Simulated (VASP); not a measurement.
Here is a VASP 6.6.1 calculation.

File INCAR:

```
SYSTEM = Si24O49
ALGO = Normal
EDIFF = 1E-6
ENCUT = 520
GGA = PS
GGA_COMPAT = .FALSE.
ISIF = 2
ISMEAR = -1
ISYM = -1
LASPH = .TRUE.
LCHARG = .FALSE.
LREAL = Auto
LWAVE = .FALSE.
NBANDS = 237
NELECT = 392.0
NELM = 120
PREC = Accurate
SIGMA = 0.05
```

The input KPOINTS:

```
explicit points
1
Reciprocal
  0.25000000   0.25000000   0.25000000 1
```

The input POSCAR:

```
Si24O49
1.0
    9.9016390000      0.0000000000      0.0000000000
   -4.9508190000      8.5750710000      0.0000000000
    0.0000000000      0.0000000000     10.8858800000
Si O
24 49
Direct
    0.2834870000      0.0313040000      0.1763700000
    0.2136020000      0.9776160000      0.6716060000
    0.2376020000      0.5034570000      0.1685340000
    0.2294300000      0.4768500000      0.6600560000
    0.7267130000      0.0064670000      0.1624560000
    0.7339110000      0.9926660000      0.6668050000
    0.7391840000      0.5175010000      0.1691170000
    0.7103010000      0.4796360000      0.6245150000
    0.0013980000      0.2300760000      0.3324500000
    0.9866410000      0.2279530000      0.8381260000
    0.0195220000      0.7544160000      0.3305470000
    0.9595400000      0.7042690000      0.8308770000
    0.5462760000      0.2870080000      0.3721290000
    0.4868580000      0.2364600000      0.8193800000
    0.5021780000      0.7415080000      0.3324840000
    0.4806630000      0.7251090000      0.8253720000
    0.2658330000      0.2703390000      0.9997150000
    0.2404040000      0.2238960000      0.5009280000
    0.2434560000      0.7606300000      0.9993520000
    0.2624580000      0.7555070000      0.5025680000
    0.7477540000      0.2687010000      0.9943230000
    0.7880220000      0.2693140000      0.5096430000
    0.7503800000      0.7688410000      0.9979150000
    0.7692460000      0.7672990000      0.4991950000
    0.2326540000      0.1472530000      0.1076430000
    0.1623150000      0.0954420000      0.6107460000
    0.2080400000      0.6361210000      0.1101090000
    0.2082820000      0.6138030000      0.5994630000
    0.6966820000      0.1362490000      0.0998730000
    0.7084540000      0.1280780000      0.6105470000
    0.7010310000      0.6446370000      0.1088160000
    0.7243510000      0.6558920000      0.6174260000
    0.4342270000      0.1214950000      0.2587930000
    0.3432050000      0.0661430000      0.7781710000
    0.3689360000      0.5767720000      0.2755320000
    0.3641940000      0.5570640000      0.7641550000
    0.8583940000      0.0788530000      0.2685990000
    0.8554900000      0.0614130000      0.7820200000
    0.9009150000      0.6093180000      0.2458500000
    0.8216390000      0.5487100000      0.7738020000
    0.3816440000      0.2086170000      0.4512180000
    0.4187530000      0.3096330000      0.9197240000
    0.4272340000      0.7968700000      0.4399840000
    0.3883250000      0.7816780000      0.9149150000
    0.9481790000      0.2874750000      0.4520680000
    0.9098480000      0.2975100000      0.9327220000
    0.9290300000      0.7970790000      0.4336320000
    0.9031340000      0.7936280000      0.9276410000
    0.1254140000      0.1836920000      0.3830420000
    0.1139920000      0.2010990000      0.9103000000
    0.1300120000      0.6984280000      0.3972950000
    0.0900060000      0.6865340000      0.9127180000
    0.6666520000      0.2176790000      0.3957440000
    0.6139030000      0.2056050000      0.8896810000
    0.6396570000      0.7207620000      0.3909510000
    0.6047820000      0.7032520000      0.9046970000
    0.0775800000      0.3670030000      0.2290850000
    0.0695400000      0.3508690000      0.7267700000
    0.1241850000      0.9074890000      0.2495880000
    0.0575430000      0.8337190000      0.7255600000
    0.5922160000      0.4062840000      0.2513720000
    0.5534130000      0.3454480000      0.7007580000
    0.5668770000      0.8688450000      0.2219860000
    0.5676410000      0.8547090000      0.7185130000
    0.2956830000      0.4337230000      0.0590930000
    0.2797980000      0.3930110000      0.5566540000
    0.2973730000      0.9278760000      0.0622830000
    0.2865900000      0.9101530000      0.5713480000
    0.7728850000      0.4266010000      0.0585640000
    0.8420010000      0.4268110000      0.5868350000
    0.7872060000      0.9350810000      0.0554880000
    0.8018370000      0.9334840000      0.5570480000
    0.6337860000      0.4371670000      0.4777950000
```

Potentials or basis: VASP PAW PBE potentials, release 64 (Si, O).

Run with:

```bash
$ cat potpaw_PBE.64/Si/POTCAR potpaw_PBE.64/O/POTCAR > POTCAR
$ mpirun -np 1 vasp_std > vasp.out
```

**Question.** Estimate the largest force.

**Answer.** 0.146 eV/Å.

Forces in eV/Å, atoms in the order of the input:
```
Si  -0.060 -0.029 -0.048
Si  -0.002 -0.003  0.002
Si  -0.015  0.005  0.004
Si  -0.018 -0.007 -0.002
Si  -0.020  0.009  0.009
Si  -0.013 -0.022  0.021
Si   0.011  0.008 -0.030
Si  -0.011  0.015  0.087
Si  -0.001 -0.012 -0.031
Si   0.000 -0.005  0.009
Si   0.003 -0.013 -0.003
Si   0.036  0.041  0.024
Si  -0.041 -0.058 -0.068
Si   0.012 -0.021  0.023
Si   0.005 -0.011 -0.008
Si  -0.001 -0.010  0.001
Si  -0.004  0.017 -0.010
Si  -0.026  0.007 -0.001
Si   0.008  0.004  0.002
Si   0.015  0.003  0.018
Si   0.003  0.013  0.000
Si   0.039 -0.026  0.020
Si  -0.016  0.014 -0.005
Si   0.015  0.032 -0.045
O    0.005 -0.019  0.028
O   -0.040  0.007  0.014
O   -0.015  0.017 -0.002
O   -0.009  0.011  0.004
O   -0.017  0.009 -0.002
O   -0.035  0.030 -0.004
O   -0.014  0.007  0.013
O   -0.009 -0.023  0.072
O    0.083  0.077  0.093
O    0.004 -0.013  0.019
O    0.004 -0.019  0.015
O    0.004 -0.021  0.008
O    0.002 -0.013  0.010
O   -0.003 -0.028  0.009
O    0.006 -0.009 -0.005
O   -0.058 -0.110 -0.061
O    0.070 -0.005 -0.014
O    0.021  0.015 -0.003
O    0.008  0.013  0.011
O   -0.003  0.005  0.005
O    0.004  0.015  0.027
O    0.009  0.014  0.003
O    0.000  0.004  0.012
O    0.041  0.008 -0.011
O    0.026 -0.016 -0.010
O    0.014 -0.007 -0.001
O    0.008 -0.021 -0.016
O   -0.021 -0.017 -0.016
O    0.007 -0.030 -0.053
O    0.003 -0.014 -0.012
O    0.028 -0.003  0.005
O    0.009 -0.005  0.006
O   -0.016 -0.013 -0.009
O   -0.009 -0.007 -0.013
O    0.007  0.026 -0.019
O   -0.009 -0.026  0.005
O   -0.039 -0.043  0.032
O    0.001  0.034 -0.051
O   -0.018 -0.010 -0.011
O   -0.007 -0.002 -0.019
O    0.007  0.015 -0.014
O    0.016  0.000 -0.018
O   -0.011  0.037  0.015
O   -0.002  0.019  0.001
O   -0.009  0.023  0.006
O    0.022  0.076  0.032
O    0.007  0.017 -0.007
O    0.012  0.019 -0.025
O   -0.001  0.026 -0.016
```

Caveat: the cell carries a net charge on a neutralising background, which shifts energy and pressure; the PAW data sets were made with another functional, which shifts forces and pressure a little.
